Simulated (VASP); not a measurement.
A run of VASP 6.6.1:

Contents of INCAR:

```
SYSTEM = Ta2TiSi3
ALGO = Normal ; EDIFF = 1E-6
EDIFFG = -0.04 ; ENCUT = 600
GGA = PE ; IBRION = 2
ISIF = 3 ; ISMEAR = 0
LASPH = .TRUE. ; LCHARG = .FALSE.
LREAL = .FALSE. ; LWAVE = .FALSE.
NELM = 60 ; NSW = 90
PREC = Accurate ; SIGMA = 0.1
```

KPOINTS

```
k-points
0
G
  6 6 2
  0 0 0
```

POSCAR

```
Ta2TiSi3
1.0
    3.4997369400      0.0000000000      0.0000000000
    0.0000000000      3.4997369400      0.0000000000
    0.0000000000      0.0000000000      7.7102490600
Ti Ta Si
1 2 3
Direct
    0.0000000000      0.0000000000      0.0000000000
    0.0000000000      0.5000000000      0.7315000300
    0.5000000000      0.0000000000      0.2684999700
    0.0000000000      0.5000000000      0.3835000100
    0.5000000000      0.0000000000      0.6164999900
    0.5000000000      0.5000000000      0.0000000000
```

Potentials or basis: VASP PAW PBE potentials, release 64 (Ti_sv, Ta_pv, Si).

Command:

```bash
$ cat potpaw_PBE.64/Ti_sv/POTCAR potpaw_PBE.64/Ta_pv/POTCAR potpaw_PBE.64/Si/POTCAR > POTCAR
$ mpirun -np 1 vasp_std > vasp.out
```

Hardware: 1 thread of Intel Xeon 8259CL, on a shared host.

Problem. Estimate the wall time of this run.

Solution. Run time: 8 min on 1 thread of Intel Xeon 8259CL, with other jobs on the host, peak memory 0.27 GiB. Counts: scf iterations 71, k points 20, ion steps 7.
